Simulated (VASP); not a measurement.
# ZnS (kscan) (F-43m) in VASP: notebook, part 2 of 2

VASP 6.6.1.

### 3 Relaxation of cell and atoms, r2SCAN

File POSCAR:

```
ZnS
1.0
    0.0000000000      2.6936828800      2.6936828800
    2.6936828800      0.0000000000      2.6936828800
    2.6936828800      2.6936828800      0.0000000000
Zn S
1 1
Direct
    0.0000000000      0.0000000000      0.0000000000
    0.7500000000      0.7500000000      0.7500000000
```

File INCAR.step1:

```
SYSTEM = ZnS
  PREC = Accurate
  ENCUT = 600
  ISMEAR = 0
  SIGMA = 0.02
  LREAL = .FALSE.
  LASPH = .TRUE.
  NELM = 60
  GGA = PE
  ALGO = Normal
  EDIFF = 1E-4
  LWAVE = .TRUE.
  LCHARG = .FALSE.
```

File INCAR.step2:

```
SYSTEM = ZnS
  PREC = Accurate
  ENCUT = 600
  EDIFF = 1E-7
  ISMEAR = 0
  SIGMA = 0.02
  LREAL = .FALSE.
  LASPH = .TRUE.
  NELM = 60
  ALGO = Normal
  ISIF = 3
  LWAVE = .FALSE.
  LCHARG = .FALSE.
  METAGGA = R2SCAN
  LMIXTAU = .TRUE.
  IBRION = 2
  NSW = 100
  EDIFFG = -0.002
  ISTART = 1
```

File KPOINTS:

```
Automatic mesh
0
G
  8 8 8
  0 0 0
```

Potentials or basis: VASP PAW PBE potentials, release 64 (Zn, S).

Launch:

```
> cat potpaw_PBE.64/Zn/POTCAR potpaw_PBE.64/S/POTCAR > POTCAR
> cp INCAR.step1 INCAR
> mpirun -np 1 vasp_std > vasp.out
> cp INCAR.step2 INCAR
> mpirun -np 1 vasp_std > vasp.out
```

OUTCAR:

```text
SYSTEM = ZnS
   PREC = Accurate
   ENCUT = 600
   EDIFF = 1E-7
   ISMEAR = 0
   LREAL = .FALSE.
   LASPH = .TRUE.
   NELM = 60
   ISIF = 3
   METAGGA = R2SCAN
   IBRION = 2
   NSW = 100
   EDIFFG = -0.002
   ISTART = 1

 ion  position               nearest neighbor table
   1  0.000  0.000  0.000-   2 2.33   2 2.33   2 2.33   2 2.33
   2  0.750  0.750  0.750-   1 2.33   1 2.33   1 2.33   1 2.33

  LATTYP: Found a face centered cubic cell.
 ALAT       =     5.3873657600

  Lattice vectors:

 A1 = (   0.0000000000,   2.6936828800,   2.6936828800)
 A2 = (   2.6936828800,   0.0000000000,   2.6936828800)
 A3 = (   2.6936828800,   2.6936828800,   0.0000000000)

Analysis of symmetry for initial positions (statically):
=====================================================================
 Subroutine PRICEL returns:
 Original cell was already a primitive cell.

 Routine SETGRP: Setting up the symmetry group for a
 face centered cubic supercell.

 Subroutine GETGRP returns: Found 24 space group operations
 (whereof 24 operations were pure point group operations)
 out of a pool of 48 trial point group operations.

The static configuration has the point symmetry T_d .

Analysis of symmetry for dynamics (positions and initial velocities):
=====================================================================
 Subroutine PRICEL returns:
 Original cell was already a primitive cell.

 Routine SETGRP: Setting up the symmetry group for a
 face centered cubic supercell.

 Subroutine GETGRP returns: Found 24 space group operations
 (whereof 24 operations were pure point group operations)
 out of a pool of 48 trial point group operations.

The dynamic configuration has the point symmetry T_d .

 Subroutine INISYM returns: Found 24 space group operations
 (whereof 24 operations are pure point group operations),
 and found     1 'primitive' translations

----------------------------------------------------------------------------------------

                                     Primitive cell

  volume of cell :      39.0903

  direct lattice vectors                    reciprocal lattice vectors
     0.000000000  2.693682880  2.693682880    -0.185619474  0.185619474  0.185619474
     2.693682880  0.000000000  2.693682880     0.185619474 -0.185619474  0.185619474
     2.693682880  2.693682880  0.000000000     0.185619474  0.185619474 -0.185619474

  length of vectors
     3.809442862  3.809442862  3.809442862     0.321502360  0.321502360  0.321502360

  position of ions in fractional coordinates (direct lattice)
     0.000000000  0.000000000  0.000000000
     0.750000000  0.750000000  0.750000000

  ion indices of the primitive-cell ions
   primitive index   ion index
                 1           1
                 2           2

----------------------------------------------------------------------------------------

 KPOINTS: Automatic mesh

Automatic generation of k-mesh.
 Grid dimensions read from file:
 generate k-points for:    8    8    8

 Generating k-lattice:

  Cartesian coordinates                     Fractional coordinates (reciprocal lattice)
    -0.023202434  0.023202434  0.023202434     0.125000000  0.000000000  0.000000000
     0.023202434 -0.023202434  0.023202434     0.000000000  0.125000000  0.000000000
[... 47 lines left out ...]
   NGXF,Y,Z  is equivalent  to a cutoff of  26.18, 26.18, 26.18 a.u.
 SYSTEM =  ZnS
   PREC   = accura    normal or accurate (medium, high low for compatibility)
   ISTART =      1    job   : 0-new  1-cont  2-samecut
   ICHARG =      0    charge: 1-file 2-atom 10-const
   ISPIN  =      1    spin polarized calculation?
   LNONCOLLINEAR =      F non collinear calculations
   LSORBIT =      F    spin-orbit coupling
   LASPH  =      T    aspherical Exc in radial PAW
   ENCUT  =  600.0 eV  44.10 Ry    6.64 a.u.   7.61  7.61  7.61*2*pi/ulx,y,z
   NELM   =     60;   NELMIN=  2; NELMDL=  0     # of ELM steps
   EDIFF  = 0.1E-06   stopping-criterion for ELM
   LREAL  =      F    real-space projection
   EDIFFG = -.2E-02   stopping-criterion for IOM
   NSW    =    100    number of steps for IOM
   IBRION =      2    ionic relax: 0-MD 1-quasi-New 2-CG
   NFREE  =      1    steps in history (QN), initial steepest desc. (CG)
   ISIF   =      3    stress and relaxation
   ISYM   =      2    0-nonsym 1-usesym 2-fastsym
   POTIM  = 0.5000    time-step for ionic-motion
   TEBEG  =    0.0;   TEEND  =   0.0 temperature during run
   PSTRESS=    0.0 pullay stress
   NELECT =      18.0000    total number of electrons
   NUPDOWN=      -1.0000    fix difference up-down
   EMIN   =  10.00;   EMAX   =-10.00  energy-range for DOS
   EFERMI =   0.00;   METHOD = LEGACY
   ISMEAR =     0;   SIGMA  =   0.02  broadening in eV -4-tet -1-fermi 0-gaus
   EFERMI_NEDOS =   21; number of points for ismear=-14 and -15
   IALGO  =     38    algorithm
   IMIX   =      4    mixing-type and parameters
     AMIX     =   0.40;   BMIX     =  1.00
     AMIX_MAG =   1.60;   BMIX_MAG =  1.00
  volume/ion in A,a.u.               =      19.55       131.90
  Fermi-wavevector in a.u.,A,eV,Ry     =   1.264181  2.388955 21.744194  1.598153
  Thomas-Fermi vector in A             =   2.397499
   LORBIT       =      0    0 simple, 1 ext, 2 COOP (PROOUT), +10 PAW based schemes
   METAGGA = R2SCAN    functional components
   LHFCALC =     F    Hartree Fock is set to
   AEXX    =    0.0000 exact exchange contribution
   IVDW    =     0    specifies the selected vdW correction
   LEPSILON=     F    determine dielectric tensor
   LRPA    =     F    only Hartree local field effects (RPA)
 conjugate gradient relaxation of ions
 non-spin polarized calculation
 Gauss-broadening in eV      SIGMA  =   0.02
  energy-cutoff  :      600.00
  volume of cell :       39.09
 maximum number of plane-waves:      1323
   NGX = 15   NGY = 15   NGZ = 15

--------------------------------------- Ionic step        1  -------------------------------------------

 number of electron      18.0000017 magnetization

 Free energy of the ion-electron system (eV)
  ---------------------------------------------------
  ext. energy  EPLUGINS =         0.00000000
  ---------------------------------------------------
  free energy    TOTEN  =       -18.86763940 eV

  energy without entropy =      -18.86763940  energy(sigma->0) =      -18.86763940

------------------------ aborting loop because EDIFF is reached ----------------------------------------

  FORCE on cell =-STRESS in cart. coord.  units (eV):
  Direction    XX          YY          ZZ          XY          YZ          ZX
  --------------------------------------------------------------------------------------
  -------------------------------------------------------------------------------------
  Total        0.0172827      0.0172827      0.0172827      0.0000000     -0.0000000     -0.0000000
  in kB        0.7083572      0.7083572      0.7083572      0.0000000     -0.0000000     -0.0000000
  external PRESSURE =       0.7083572 kB  Pullay stress =       0.0000000 kB
[... 59 lines left out ...]
--------------------------------------- Ionic step        3  -------------------------------------------

 number of electron      18.0000017 magnetization

 Free energy of the ion-electron system (eV)
  ---------------------------------------------------
  ext. energy  EPLUGINS =         0.00000000
  ---------------------------------------------------
  free energy    TOTEN  =       -18.86762940 eV

  energy without entropy =      -18.86762940  energy(sigma->0) =      -18.86762940

 E-fermi :   1.9955     XC(G=0): -10.3262

 val. band max:        1.9093978435   @ k =   0.0000   0.0000   0.0000
 cond. band min:       4.6235704373   @ k =   0.0000   0.0000   0.0000
 fundamental gap:      2.7141725938
 Fermi energy:         1.9955025593

 k-point     1 :       0.0000    0.0000    0.0000
  band No.  band energies     occupation
      1     -11.8260      2.00000
      2      -4.6241      2.00000
      3      -4.6241      2.00000
      4      -4.6241      2.00000
      5      -4.0678      2.00000
      6      -4.0678      2.00000
      7       1.9094      2.00000
      8       1.9094      2.00000
      9       1.9094      2.00000
     10       4.6236      0.00000
     11       8.8057      0.00000
     12       8.8059      0.00000
     13       8.8059      0.00000
[... 354 lines left out ...]
  band No.  band energies     occupation
      1     -10.7066      2.00000
      2      -4.4817      2.00000
      3      -4.4222      2.00000
      4      -4.1284      2.00000
      5      -4.0565      2.00000
      6      -3.7981      2.00000
      7      -3.1032      2.00000
      8      -0.4991      2.00000
      9       0.3943      2.00000
     10       7.3142      0.00000
     11       8.2597      0.00000
     12      10.3278      0.00000
     13      11.5304      0.00000

 [... further k-points ...]
[... 5 lines left out ...]
  --------------------------------------------------------------------------------------
  -------------------------------------------------------------------------------------
  Total       -0.0014337     -0.0014337     -0.0014337      0.0000000     -0.0000000      0.0000000
  in kB       -0.0587084     -0.0587084     -0.0587084      0.0000000     -0.0000000      0.0000000
  external PRESSURE =      -0.0587084 kB  Pullay stress =       0.0000000 kB
[... 17 lines left out ...]
  FREE ENERGIE OF THE ION-ELECTRON SYSTEM (eV)
  ---------------------------------------------------
  free  energy   TOTEN  =       -18.8676293984 eV

  energy  without entropy=      -18.8676293984  energy(sigma->0) =      -18.86762940

 reached required accuracy - stopping structural energy minimisation
```

Run time: 5.4 min. Hardware: 1 thread of Intel Xeon 8259CL, shared host; peak memory 0.18 GiB.

What came out:

```
Free energy                            : -18.8676 eV
Relaxed volume                         : 19.56 Å³/atom
Relaxed cell                           : a = 3.811 Å, b = 3.811 Å, c = 3.811 Å, α = 60.00°, β = 60.00°, γ = 60.00°
Space group after relaxing (to 0.05 Å) : F-43m (No. 216)
Energy gained by relaxing              : 0.0 meV/atom
Ionic steps                            : 3
Pressure after relaxing                : 0.0 GPa
Band gap on the k mesh                 : 2.71 eV, direct
```

Final structure:
```xyz
2
Lattice="0.0000 2.6945 2.6945 2.6945 0.0000 2.6945 2.6945 2.6945 0.0000" Properties=species:S:1:pos:R:3 pbc="T T T"
Zn    0.0000    0.0000    0.0000
S     4.0417    4.0417    4.0417
```

Levels at points of the mesh, in eV from the valence-band top:
```tsv
k point	band 7	band 8	band 9	band 10	band 11	band 12
(0.00, 0.00, 0.00)	0.00	0.00	0.00	2.71	6.90	6.90
(0.50, 0.00, 0.00)	-5.45	-0.90	-0.90	3.83	7.39	7.39
(0.50, 0.50, 0.00)	-4.65	-2.31	-2.31	3.71	4.48	11.83
```

Caveat: the PAW data sets were made with another functional, which shifts forces and pressure a little. r2SCAN opens gaps a little over a GGA but as a rule still falls short of measured ones.
